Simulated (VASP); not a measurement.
Input of a VASP 6.6.1 run:

Contents of POSCAR:

```
LiCl
1.0
    2.5120026258      2.5120026258      0.0000000000
   -2.5120026258      2.5120026258      0.0000000000
    0.0000000000      2.5120026258      2.5120026258
Li Cl
1 1
Direct
    0.0000000000      0.0000000000      0.0000000000
    0.5000000000      0.5000000000      0.0000000000
```

INCAR.step1

```
SYSTEM = LiCl
ALGO     = Normal         ! electronic algorithm
EDIFF    = 1E-4           ! SCF threshold, eV
ENCUT    = 520            ! plane-wave cutoff, eV
GGA      = PE             ! functional
ISMEAR   = 0              ! smearing method
LASPH    = .True.         ! aspherical terms in the spheres
LCHARG   = .False.        ! write CHGCAR
LREAL    = .False.        ! projectors in reciprocal space
LWAVE    = .True.         ! write WAVECAR
NBANDS   = 12             ! bands
NELM     = 60             ! most SCF steps
PREC     = Accurate       ! precision mode
SIGMA    = 0.01           ! smearing width, eV
```

The input INCAR.step2:

```
SYSTEM = LiCl
ALGO     = Normal         ! electronic algorithm
EDIFF    = 1E-6           ! SCF threshold, eV
ENCUT    = 520            ! plane-wave cutoff, eV
ISIF     = 2              ! what is computed and relaxed
ISMEAR   = 0              ! smearing method
ISTART   = 1            
LASPH    = .True.         ! aspherical terms in the spheres
LCHARG   = .False.        ! write CHGCAR
LMIXTAU  = .True.       
LREAL    = .False.        ! projectors in reciprocal space
LWAVE    = .False.        ! write WAVECAR
METAGGA  = R2SCAN         ! meta-GGA
NBANDS   = 12             ! bands
NELM     = 60             ! most SCF steps
PREC     = Accurate       ! precision mode
SIGMA    = 0.01           ! smearing width, eV
```

File KPOINTS:

```
k-points
0
Gamma
  8 8 8
  0 0 0
```

Potentials or basis: VASP PAW PBE potentials, release 64 (Li_sv, Cl).

Launch:

```console
$ cat potpaw_PBE.64/Li_sv/POTCAR potpaw_PBE.64/Cl/POTCAR > POTCAR
$ cp INCAR.step1 INCAR
$ mpirun -np 1 vasp_std > vasp.out
$ cp INCAR.step2 INCAR
$ mpirun -np 1 vasp_std > vasp.out
```

Problem. Estimate the band gap on the k mesh.

Solution. 7.61 eV (least direct gap 7.72 eV).

 A k mesh can miss the band edges.
